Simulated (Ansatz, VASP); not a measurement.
**Two plane-wave programs on PbF2**

INCAR

```
SYSTEM = PbF2
PREC = Accurate
ENCUT = 520
EDIFF = 1E-6
ISMEAR = 0
SIGMA = 0.05
LREAL = .False.
LASPH = .True.
NELM = 60
ALGO = Normal
ISIF = 2
LWAVE = .False.
LCHARG = .False.
LDIPOL = .True.
IDIPOL = 3
DIPOL = 0.5 0.5 0.500
GGA = PE
NBANDS = 52
```

The input KPOINTS:

```
Automatic mesh
0
Gamma
  2 2 1
  0 0 0
```

The input POSCAR:

```
PbF2
1.0
    4.2427419478      0.0000000000      0.0000000000
   -2.1213709739      3.6743223085      0.0000000000
    0.0000000000      0.0000000000     23.6604607353
F Pb
6 3
Direct
    0.0000000000      0.0000000000      0.3169845289
    0.3333333333      0.6666666667      0.3901907173
    0.6666666667      0.3333333333      0.4633969058
    0.0000000000      0.0000000000      0.5366030942
    0.3333333333      0.6666666667      0.6098092827
    0.6666666667      0.3333333333      0.6830154711
    0.6666666667      0.3333333333      0.3535876231
    0.3333333333      0.6666666667      0.5000000000
    0.0000000000      0.0000000000      0.6464123769
```

Input for Ansatz:

```yaml
crystal:
  lattice:
    - [4.2427419478, 0.0, 0.0]
    - [-2.1213709739, 3.6743223085, 0.0]
    - [0.0, 0.0, 23.6604607353]
  atoms:
    - { symbol: F, position: [0.0, 0.0, 0.3169845289] }
    - { symbol: Pb, position: [0.6666666667, 0.3333333333, 0.3535876231] }
    - { symbol: F, position: [0.3333333333, 0.6666666667, 0.3901907173] }
    - { symbol: F, position: [0.6666666667, 0.3333333333, 0.4633969058] }
    - { symbol: Pb, position: [0.3333333333, 0.6666666667, 0.5] }
    - { symbol: F, position: [0.0, 0.0, 0.5366030942] }
    - { symbol: F, position: [0.3333333333, 0.6666666667, 0.6098092827] }
    - { symbol: Pb, position: [0.0, 0.0, 0.6464123769] }
    - { symbol: F, position: [0.6666666667, 0.3333333333, 0.6830154711] }
basis:
  ecutwfc: 420
kpoints:
  mp_grid: { grid: [2, 2, 1] }
hamiltonian:
  xc: pbe
scf:
  occupations: { method: gaussian, width: 0.05 }
output:
  forces: true
  stress: true
  eigenvalues: true
efield:
  axis: 3
  dipole_correction: true
  ramp_width: 0.04
```

Alike in both runs: task single point; functional PBE; k mesh 2 × 2 × 1; occupations gaussian, width 0.05 eV; no spin polarisation.

|  | VASP | Ansatz |
| --- | --- | --- |
| version | VASP 6.6.1 | Ansatz 0.2.0 |
| potentials or method | VASP PAW PBE potentials, release 64 (F, Pb_d), cutoff 520 eV | scalar-relativistic, plane waves, PAW |
| valence electrons in the cell | 84 | 84 |

|  | VASP | Ansatz | Ansatz less VASP |
| --- | --- | --- | --- |
| gap on the k mesh at the Fermi level (eV) | 4.31 | 4.31 | +0.007 |
| least direct gap on the mesh (eV) | 4.31 | 4.31 | +0.007 |
| rms of the force components (eV/Å) | 0.138 | 0.137 | -0.0005 |

The k mesh is coarse, so the values compare programs but aren't converged. Neither program's run includes spin-orbit coupling.
